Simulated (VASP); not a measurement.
Si6N:

```
Si N
1.0
     4.68208    0.00000    0.00000
     0.00000    4.68208    0.00000
     0.00000    0.00000    4.68208
Si N
6 1
Direct
  0.00000 0.00000 0.29300
  0.00000 0.00000 0.70700
  0.29300 0.00000 0.00000
  0.70700 0.00000 0.00000
  0.00000 0.29300 0.00000
  0.00000 0.70700 0.00000
  0.50000 0.50000 0.50000
```

* Program: VASP 6.6.1
* Task: relaxation of cell and atoms
* Functional: PBE
* Potentials or basis: VASP PAW PBE potentials, release 64 (Si, N)
* Cutoff: 600 eV
* k mesh: 4 × 4 × 4
* Occupations: gaussian, width 0.1 eV
* Spin: collinear spin, ferromagnetic start
* Starting moments: [0.0, 0.0, 0.0, 0.0, 0.0, 0.0, 1.0] μB

At the start: pressure 108.5 GPa; volume 14.66 Å³/atom.

Where does the relaxation end?

Over 14 steps the energy falls by 2442.2 meV/atom and the volume is 27.10 Å³/atom (+84.9 %); space group Pm-3m (No. 221, to 0.05 Å); moment 0.00 μB per cell.

The path:
```
step  energy change (eV)  largest force (eV/Å)  pressure (GPa)  volume (Å³)
   1              0.0000               11.7568          108.50       102.64
   2             77.3431              101.9891           56.06       332.09
   3              5.0539               35.2568           56.81       142.43
   4              2.2606               31.2149           61.73       131.54
   5              0.2226               22.8131           82.78       112.16
   6            -14.8614                4.6770           -1.75       207.52
   7            -14.8095                5.1915           -0.22       198.83
   8            -14.8578                4.8227           -1.31       205.22
   9            -15.9727                3.7384            0.53       189.59
  10            -16.3948                0.7830            9.09       163.78
  11            -16.5335                2.2455            4.94       173.14
  12            -16.5411                1.9633            5.69       171.11
  13            -16.9024                1.0767            3.06       178.19
  14            -17.0957                0.0104            0.13       189.73
```

Final structure:
```xyz
7
Lattice="5.7462 0.0000 0.0000 0.0000 5.7462 0.0000 0.0000 0.0000 5.7462" Properties=species:S:1:pos:R:3 pbc="T T T"
Si    0.0000    0.0000    1.7135
Si    0.0000    0.0000    4.0327
Si    1.7135    0.0000    0.0000
Si    4.0327    0.0000    0.0000
Si    0.0000    1.7135    0.0000
Si    0.0000    4.0327    0.0000
N     2.8731    2.8731    2.8731
```

Caveat: the volume moved by over 15 % at a fixed basis, so the end points are rough.
